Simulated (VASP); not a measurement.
Here is a VASP 6.6.1 calculation.

POSCAR

```
Cu3N
1.0
    3.7893700930      0.0000000000      0.0000000000
    0.0000000000      3.7893700930      0.0000000000
    0.0000000000      0.0000000000      3.7893700930
Cu N
3 1
Direct
    0.5000000000      0.0000000000      0.0000000000
    0.0000000000      0.5000000000      0.0000000000
    0.0000000000      0.0000000000      0.5000000000
    0.0000000000      0.0000000000      0.0000000000
```

File INCAR.step1:

```
SYSTEM = Cu3N
ALGO = Normal
EDIFF = 1E-5
ENCUT = 660
GGA = PE
GGA_COMPAT = .FALSE.
ISMEAR = -1
LASPH = .TRUE.
LCHARG = .FALSE.
LREAL = .FALSE.
LWAVE = .TRUE.
NBANDS = 27
NELM = 120
PREC = Accurate
SIGMA = 0.02
```

The input INCAR.step2:

```
SYSTEM = Cu3N
ALGO = Normal
EDIFF = 1E-6
ENCUT = 660
GGA_COMPAT = .FALSE.
ISIF = 2
ISMEAR = -1
ISTART = 1
LASPH = .TRUE.
LCHARG = .TRUE.
LELF = .TRUE.
LMIXTAU = .TRUE.
LREAL = .FALSE.
LVHAR = .TRUE.
LWAVE = .FALSE.
METAGGA = R2SCAN
NBANDS = 27
NELM = 120
PREC = Accurate
SIGMA = 0.02
```

The input KPOINTS:

```
k-points
0
G
  6 6 6
  0 0 0
```

Potentials or basis: VASP PAW PBE potentials, release 64 (Cu, N).

Command:

```bash
$ cat potpaw_PBE.64/Cu/POTCAR potpaw_PBE.64/N/POTCAR > POTCAR
$ cp INCAR.step1 INCAR
$ mpirun -np 1 vasp_std > vasp.out
$ cp INCAR.step2 INCAR
$ mpirun -np 1 vasp_std > vasp.out
```

Problem. What does it give for the band gap on the k mesh?

Solution. 0.25 eV (least direct gap 0.86 eV).

Problem. Estimate the pressure.

Solution. 0.7 GPa.

Caveat: semilocal functionals underestimate gaps, and a narrow one can read as zero; the PAW data sets were made with another functional, which shifts forces and pressure a little. A k mesh can miss the band edges.
